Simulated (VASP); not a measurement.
# Li2O (Fm-3m) in VASP: notebook

The runs below take Li2O through single point, relaxation of cell and atoms, with PBEsol.

All numbers are computed with VASP 6.6.1; they aren't measurements. Logs are shortened: lines on timing, memory, paths and dates and some standing lists are left out, and cuts for length are marked.

## (1) The cell of the first run

The structure is cubic, space group Fm-3m (No. 225). Conventional cell: a = 4.579 Å, b = 4.579 Å, c = 4.579 Å, α = 90.00°, β = 90.00°, γ = 90.00°. Li (site symmetry -43m) has 4 O at 1.98 Å and 6 Li at 2.29 Å within 2.6 Å. O (site symmetry m-3m) has 8 Li at 1.98 Å within 2.6 Å.

## (2) Single point, PBEsol

INCAR

```
  PREC = Accurate
  ENCUT = 750
  EDIFF = 1E-6
  ISMEAR = 0
  SIGMA = 0.01
  LREAL = F
  LASPH = T
  NELM = 120
  ALGO = Normal
  ISIF = 2
  LWAVE = F
  LCHARG = F
  GGA = PS
  NBANDS = 13
  GGA_COMPAT = F
```

KPOINTS

```
Automatic mesh
0
Gamma
  8 8 8
```

POSCAR

```
Li2O
1.0
    0.0000000000      2.2894548835      2.2894548835
    2.2894548835      0.0000000000      2.2894548835
    2.2894548835      2.2894548835      0.0000000000
Li O
2 1
Direct
    0.2500000000      0.2500000000      0.2500000000
    0.7500000000      0.7500000000      0.7500000000
    0.0000000000      0.0000000000      0.0000000000
```

Potentials or basis: VASP PAW PBE potentials, release 64 (Li_sv, O).

Run with:

```
> cat potpaw_PBE.64/Li_sv/POTCAR potpaw_PBE.64/O/POTCAR > POTCAR
> mpirun -np 1 vasp_std > vasp.out
```

OUTCAR:

```text
PREC = Accurate
   ENCUT = 750
   EDIFF = 1E-6
   ISMEAR = 0
   LREAL = F
   LASPH = T
   NELM = 120
   ISIF = 2
   GGA = PS

 ion  position               nearest neighbor table
   1  0.250  0.250  0.250-   3 1.98   3 1.98   3 1.98   3 1.98   2 2.29   2 2.29   2 2.29   2 2.29
                             2 2.29   2 2.29
   2  0.750  0.750  0.750-   3 1.98   3 1.98   3 1.98   3 1.98   1 2.29   1 2.29   1 2.29   1 2.29
                             1 2.29   1 2.29
   3  0.000  0.000  0.000-   1 1.98   2 1.98   2 1.98   1 1.98   2 1.98   2 1.98   1 1.98   1 1.98

  LATTYP: Found a face centered cubic cell.
 ALAT       =     4.5789097670

  Lattice vectors:

 A1 = (   0.0000000000,   2.2894548835,   2.2894548835)
 A2 = (   2.2894548835,   0.0000000000,   2.2894548835)
 A3 = (   2.2894548835,   2.2894548835,   0.0000000000)

Analysis of symmetry for initial positions (statically):
=====================================================================
 Subroutine PRICEL returns:
 Original cell was already a primitive cell.

 Routine SETGRP: Setting up the symmetry group for a
 face centered cubic supercell.

 Subroutine GETGRP returns: Found 48 space group operations
 (whereof 48 operations were pure point group operations)
 out of a pool of 48 trial point group operations.

The static configuration has the point symmetry O_h .

Analysis of symmetry for dynamics (positions and initial velocities):
=====================================================================
 Subroutine PRICEL returns:
 Original cell was already a primitive cell.

 Routine SETGRP: Setting up the symmetry group for a
 face centered cubic supercell.

 Subroutine GETGRP returns: Found 48 space group operations
 (whereof 48 operations were pure point group operations)
 out of a pool of 48 trial point group operations.

The dynamic configuration has the point symmetry O_h .

 Subroutine INISYM returns: Found 48 space group operations
 (whereof 48 operations are pure point group operations),
 and found     1 'primitive' translations

----------------------------------------------------------------------------------------

                                     Primitive cell

  volume of cell :      24.0008

  direct lattice vectors                    reciprocal lattice vectors
     0.000000000  2.289454883  2.289454883    -0.218392598  0.218392598  0.218392598
     2.289454883  0.000000000  2.289454883     0.218392598 -0.218392598  0.218392598
     2.289454883  2.289454883  0.000000000     0.218392598  0.218392598 -0.218392598

  length of vectors
     3.237778147  3.237778147  3.237778147     0.378267076  0.378267076  0.378267076

  position of ions in fractional coordinates (direct lattice)
     0.250000000  0.250000000  0.250000000
     0.750000000  0.750000000  0.750000000
     0.000000000  0.000000000  0.000000000

  ion indices of the primitive-cell ions
   primitive index   ion index
                 1           1
                 2           2
                 3           3

----------------------------------------------------------------------------------------

 KPOINTS: Automatic mesh

Automatic generation of k-mesh.
 Grid dimensions read from file:
 generate k-points for:    8    8    8

 Generating k-lattice:

  Cartesian coordinates                     Fractional coordinates (reciprocal lattice)
    -0.027299075  0.027299075  0.027299075     0.125000000  0.000000000  0.000000000
     0.027299075 -0.027299075  0.027299075     0.000000000  0.125000000  0.000000000
     0.027299075  0.027299075 -0.027299075     0.000000000  0.000000000  0.125000000

  Length of vectors
     0.047283384  0.047283384  0.047283384

  Shift w.r.t. Gamma in fractional coordinates (k-lattice)
     0.000000000  0.000000000  0.000000000

 Subroutine IBZKPT returns following result:
 ===========================================

 Found     29 irreducible k-points:

 Following reciprocal coordinates:
            Coordinates               Weight
  0.000000  0.000000  0.000000      1.000000
  0.125000  0.000000  0.000000      8.000000
  0.250000  0.000000  0.000000      8.000000
  0.375000  0.000000  0.000000      8.000000
  0.500000  0.000000  0.000000      4.000000
  0.125000  0.125000  0.000000      6.000000
[... 16 lines left out ...]
  0.500000  0.250000  0.125000     48.000000
 -0.375000  0.250000  0.125000     24.000000
 [... further k-points ...]
   k-points           NKPTS =     29   k-points in BZ     NKDIM =     29   number of bands    NBANDS=     13
   number of dos      NEDOS =    301   number of ions     NIONS =      3
   total plane-waves  NPLWV =  27000
   dimension x,y,z NGX =    30 NGY =   30 NGZ =   30
   dimension x,y,z NGXF=    60 NGYF=   60 NGZF=   60
   ions per type =               2   1
   NGX,Y,Z   is equivalent  to a cutoff of  15.40, 15.40, 15.40 a.u.
   NGXF,Y,Z  is equivalent  to a cutoff of  30.81, 30.81, 30.81 a.u.
 SYSTEM =  unknown system
   PREC   = accura    normal or accurate (medium, high low for compatibility)
   ISTART =      0    job   : 0-new  1-cont  2-samecut
   ICHARG =      2    charge: 1-file 2-atom 10-const
   ISPIN  =      1    spin polarized calculation?
   LNONCOLLINEAR =      F non collinear calculations
   LSORBIT =      F    spin-orbit coupling
   LASPH  =      T    aspherical Exc in radial PAW
   ENCUT  =  750.0 eV  55.12 Ry    7.42 a.u.   7.23  7.23  7.23*2*pi/ulx,y,z
   NELM   =    120;   NELMIN=  2; NELMDL= -5     # of ELM steps
   EDIFF  = 0.1E-05   stopping-criterion for ELM
   LREAL  =      F    real-space projection
   EDIFFG = 0.1E-04   stopping-criterion for IOM
   NSW    =      0    number of steps for IOM
   IBRION =     -1    ionic relax: 0-MD 1-quasi-New 2-CG
   NFREE  =      0    steps in history (QN), initial steepest desc. (CG)
   ISIF   =      2    stress and relaxation
   ISYM   =      2    0-nonsym 1-usesym 2-fastsym
   POTIM  = 0.5000    time-step for ionic-motion
   TEBEG  =    0.0;   TEEND  =   0.0 temperature during run
   PSTRESS=    0.0 pullay stress
   NELECT =      12.0000    total number of electrons
   NUPDOWN=      -1.0000    fix difference up-down
   EMIN   =  10.00;   EMAX   =-10.00  energy-range for DOS
   EFERMI =   0.00;   METHOD = LEGACY
   ISMEAR =     0;   SIGMA  =   0.01  broadening in eV -4-tet -1-fermi 0-gaus
   EFERMI_NEDOS =   21; number of points for ismear=-14 and -15
   IALGO  =     38    algorithm
   IMIX   =      4    mixing-type and parameters
     AMIX     =   0.40;   BMIX     =  1.00
     AMIX_MAG =   1.60;   BMIX_MAG =  1.00
  volume/ion in A,a.u.               =       8.00        53.99
  Fermi-wavevector in a.u.,A,eV,Ry     =   1.299351  2.455417 22.970894  1.688313
  Thomas-Fermi vector in A             =   2.430620
   LORBIT       =      0    0 simple, 1 ext, 2 COOP (PROOUT), +10 PAW based schemes
   GGA     = PS    functional components
   LHFCALC =     F    Hartree Fock is set to
   AEXX    =    0.0000 exact exchange contribution
   IVDW    =     0    specifies the selected vdW correction
   LEPSILON=     F    determine dielectric tensor
   LRPA    =     F    only Hartree local field effects (RPA)
 non-spin polarized calculation
 Gauss-broadening in eV      SIGMA  =   0.01
  energy-cutoff  :      750.00
  volume of cell :       24.00
 maximum number of plane-waves:      1139
 NGX is ok and might be reduce to    30
   NGX = 15   NGY = 15   NGZ = 15

 number of electron      12.0000003 magnetization

 Free energy of the ion-electron system (eV)
  ---------------------------------------------------
  ext. energy  EPLUGINS =         0.00000000
  ---------------------------------------------------
  free energy    TOTEN  =       -14.75673005 eV

  energy without entropy =      -14.75673005  energy(sigma->0) =      -14.75673005

 E-fermi :   1.4712     XC(G=0): -10.0357

 val. band max:        1.3617376556   @ k =   0.0000   0.0000   0.0000
 cond. band min:       6.2337011458   @ k =   0.5000   0.5000   0.0000
 fundamental gap:      4.8719634902
 Fermi energy:         1.4712087639

 k-point     1 :       0.0000    0.0000    0.0000
  band No.  band energies     occupation
      1     -40.8585      2.00000
      2     -40.4776      2.00000
      3     -14.0352      2.00000
      4       1.3617      2.00000
      5       1.3617      2.00000
      6       1.3617      2.00000
      7       6.7119      0.00000
      8      13.3135      0.00000
      9      13.3135      0.00000
     10      13.3135      0.00000
     11      20.4694      0.00000
     12      20.4694      0.00000
     13      20.4694      0.00000

 k-point     2 :       0.1250    0.0000    0.0000
  band No.  band energies     occupation
      1     -40.8415      2.00000
      2     -40.4899      2.00000
      3     -14.0044      2.00000
      4       0.8307      2.00000
      5       1.2864      2.00000
      6       1.2864      2.00000
      7       7.1318      0.00000
      8      13.3529      0.00000
      9      13.5350      0.00000
     10      13.5350      0.00000
     11      19.1038      0.00000
     12      19.1038      0.00000
     13      21.0182      0.00000

 k-point     3 :       0.2500    0.0000    0.0000
  band No.  band energies     occupation
      1     -40.7944      2.00000
      2     -40.5258      2.00000
      3     -13.9265      2.00000
      4      -0.2501      2.00000
      5       1.1153      2.00000
      6       1.1153      2.00000
      7       8.1310      0.00000
      8      13.1726      0.00000
      9      13.7964      0.00000
     10      13.7964      0.00000
     11      18.2513      0.00000
     12      18.2513      0.00000
     13      22.3720      0.00000
[... 305 lines left out ...]
 k-point    23 :       0.5000    0.2500    0.1250
  band No.  band energies     occupation
      1     -40.7091      2.00000
      2     -40.5928      2.00000
      3     -13.8050      2.00000
      4      -0.9397      2.00000
      5       0.2918      2.00000
      6       0.6925      2.00000
      7       8.8407      0.00000
      8      12.1917      0.00000
      9      14.5481      0.00000
     10      15.0055      0.00000
     11      17.2509      0.00000
     12      20.8528      0.00000
     13      24.0741      0.00000

 k-point    24 :      -0.3750    0.2500    0.1250
  band No.  band energies     occupation
      1     -40.6494      2.00000
      2     -40.6487      2.00000
      3     -13.7758      2.00000
      4      -1.1952      2.00000
      5       0.3216      2.00000
      6       0.5179      2.00000
      7       9.2989      0.00000
      8      11.7464      0.00000
      9      14.5083      0.00000
     10      14.9081      0.00000
     11      19.0715      0.00000
     12      19.4094      0.00000
     13      24.6111      0.00000

 [... further k-points ...]
[... 5 lines left out ...]
  --------------------------------------------------------------------------------------
  -------------------------------------------------------------------------------------
  Total        0.0234883      0.0234883      0.0234883      0.0000000      0.0000000      0.0000000
  in kB        1.5679601      1.5679601      1.5679601      0.0000000      0.0000000      0.0000000
  external PRESSURE =       1.5679601 kB  Pullay stress =       0.0000000 kB

 VOLUME and BASIS-vectors are now :
 -----------------------------------------------------------------------------
  energy-cutoff  :      750.00
  volume of cell :       24.00
      direct lattice vectors                 reciprocal lattice vectors
     0.000000000  2.289454883  2.289454883    -0.218392598  0.218392598  0.218392598
     2.289454883  0.000000000  2.289454883     0.218392598 -0.218392598  0.218392598
     2.289454883  2.289454883  0.000000000     0.218392598  0.218392598 -0.218392598

 POSITION                                       TOTAL-FORCE (eV/Angst)
 -----------------------------------------------------------------------------------
      1.14473      1.14473      1.14473        -0.000000     -0.000000     -0.000000
      3.43418      3.43418      3.43418         0.000000      0.000000      0.000000
      0.00000      0.00000      0.00000         0.000000     -0.000000     -0.000000
 -----------------------------------------------------------------------------------
    total drift:                                0.000000     -0.000000      0.000000

  FREE ENERGIE OF THE ION-ELECTRON SYSTEM (eV)
  ---------------------------------------------------
  free  energy   TOTEN  =       -14.7567300456 eV

  energy  without entropy=      -14.7567300456  energy(sigma->0) =      -14.75673005
```

Wall time 18 s (1 thread of Intel Xeon 6975P-C (Granite Rapids), shared host); peak memory 0.16 GiB.

Results:

```
Free energy            : -14.7567 eV
Pressure               : 0.2 GPa
Band gap on the k mesh : 4.87 eV, indirect (least direct gap 5.35 eV)
```

Caveat: the PAW data sets were made with another functional, which shifts forces and pressure a little. A hybrid or GW would open this gap; PBEsol tends to underestimate it.

## (3) Relaxation of cell and atoms, PBEsol

This run uses another cell than the first one, of 8.16 Å³/atom, 1.021 times its volume.

INCAR

```
ALGO = Normal
EDIFF = 1E-7
EDIFFG = -0.03
ENCUT = 750
GGA = PS
GGA_COMPAT = F
IBRION = 2
ISIF = 3
ISMEAR = 0
LASPH = T
LCHARG = F
LREAL = F
LWAVE = F
NELM = 120
NELMIN = 4
NSW = 80
PREC = Accurate
SIGMA = 0.01
```

KPOINTS

```
k-points
0
Gamma
  8 8 8
```

POSCAR

```
Li2O
1.0
    0.0000000000      2.3050000000      2.3050000000
    2.3050000000      0.0000000000      2.3050000000
    2.3050000000      2.3050000000      0.0000000000
Li O
2 1
Direct
    0.2500000000      0.2500000000      0.2500000000
    0.7500000000      0.7500000000      0.7500000000
    0.0000000000      0.0000000000      0.0000000000
```

Potentials or basis: VASP PAW PBE potentials, release 64 (Li_sv, O).

Run with:

```
> cat potpaw_PBE.64/Li_sv/POTCAR potpaw_PBE.64/O/POTCAR > POTCAR
> mpirun -np 1 vasp_std > vasp.out
```

Run time: 33 s. Hardware: 1 thread of Intel Xeon 6975P-C (Granite Rapids), shared host; peak memory 0.15 GiB.

The run converged. Its results:

* Free energy: -14.7581 eV
* Relaxed volume: 8.01 Å³/atom
* Relaxed cell: a = 3.240 Å, b = 3.240 Å, c = 3.240 Å, α = 60.00°, β = 60.00°, γ = 60.00°
* Space group after relaxing (to 0.05 Å): Fm-3m (No. 225)
* Energy gained by relaxing: 0.7 meV/atom
* Ionic steps: 3
* Pressure after relaxing: 0.0 GPa
* Band gap on the k mesh: 4.87 eV, indirect (least direct gap 5.34 eV)

The path:
| step | energy change (eV) | largest force (eV/Å) | pressure (GPa) | volume (Å³) |
| --- | --- | --- | --- | --- |
| 1 | 0.0000 | 0.0000 | -1.56 | 24.49 |
| 2 | -0.0019 | 0.0000 | -0.60 | 24.21 |
| 3 | -0.0022 | 0.0000 | 0.01 | 24.04 |

Final structure:
```cif
data_structure
_symmetry_space_group_name_H-M 'P 1'
_symmetry_Int_Tables_number 1
_cell_length_a 3.2395
_cell_length_b 3.2395
_cell_length_c 3.2395
_cell_angle_alpha 60.000
_cell_angle_beta 60.000
_cell_angle_gamma 60.000
_cell_volume 24.04
loop_
_atom_site_label
_atom_site_type_symbol
_atom_site_fract_x
_atom_site_fract_y
_atom_site_fract_z
_atom_site_occupancy
Li1 Li 0.25000 0.25000 0.25000 1
Li2 Li 0.75000 0.75000 0.75000 1
O1 O 0.00000 0.00000 0.00000 1
```

Levels at points of the mesh, in eV from the valence-band top:
| k point | band 2 | band 3 | band 4 | band 5 | band 6 | band 7 | band 8 | band 9 | band 10 |
| --- | --- | --- | --- | --- | --- | --- | --- | --- | --- |
| (0.00, 0.00, 0.00) | -41.84 | -15.39 | 0.00 | 0.00 | 0.00 | 5.34 | 11.94 | 11.94 | 11.94 |
| (0.50, 0.00, 0.00) | -42.01 | -15.16 | -2.87 | -0.46 | -0.46 | 9.25 | 9.97 | 12.06 | 12.06 |
| (0.50, 0.50, 0.00) | -41.95 | -15.12 | -1.64 | -1.44 | -1.44 | 4.87 | 13.64 | 13.64 | 14.95 |

Caveat: the PAW data sets were made with another functional, which shifts forces and pressure a little.
